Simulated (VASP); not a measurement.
A run of VASP 6.6.1:

File INCAR:

```
SYSTEM = AlInSbN2
PREC = Accurate ; ENCUT = 700
EDIFF = 1E-6 ; ISMEAR = 0
SIGMA = 0.1 ; LREAL = .False.
LASPH = .True. ; NELM = 120
ALGO = Normal ; ISIF = 2
LWAVE = .False. ; LCHARG = .True.
GGA = PE ; LELF = .True.
LVHAR = .True. ; NBANDS = 28
GGA_COMPAT = .False.
```

The input KPOINTS:

```
regular mesh
0
Gamma
  6 4 4
  0 0 0
```

POSCAR

```
AlInSbN2
1.0
    2.9661146981      0.0000000000      0.0000000000
    0.0000000000      5.2321208876      0.0000000000
    0.0000000000      0.0000000000     10.1678153288
Al In Sb N
1 1 1 2
Direct
    0.0000000000      0.5000000000      0.3994909092
    0.0000000000      0.0000000000      0.5286698459
    0.0000000000      0.5000000000      0.6843780944
    0.0000000000      0.0000000000      0.1008576963
    0.0000000000      0.0000000000      0.9924511543
```

Potentials or basis: VASP PAW PBE potentials, release 64 (Al, In_d, Sb_d_GW, N).

The run is started by

```console
$ cat potpaw_PBE.64/Al/POTCAR potpaw_PBE.64/In_d/POTCAR potpaw_PBE.64/Sb_d_GW/POTCAR potpaw_PBE.64/N/POTCAR > POTCAR
$ mpirun -np 1 vasp_std > vasp.out
```

Hardware: 1 thread of AMD EPYC 9R45 96-Core Processor (Zen 5), with other jobs on the host.

Problem. Estimate the wall time of this run.

Solution. Wall time 2.5 min on 1 thread of AMD EPYC 9R45 96-Core Processor (Zen 5) (shared host), peak memory 0.54 GiB. Counts: scf iterations 16, k points 36.
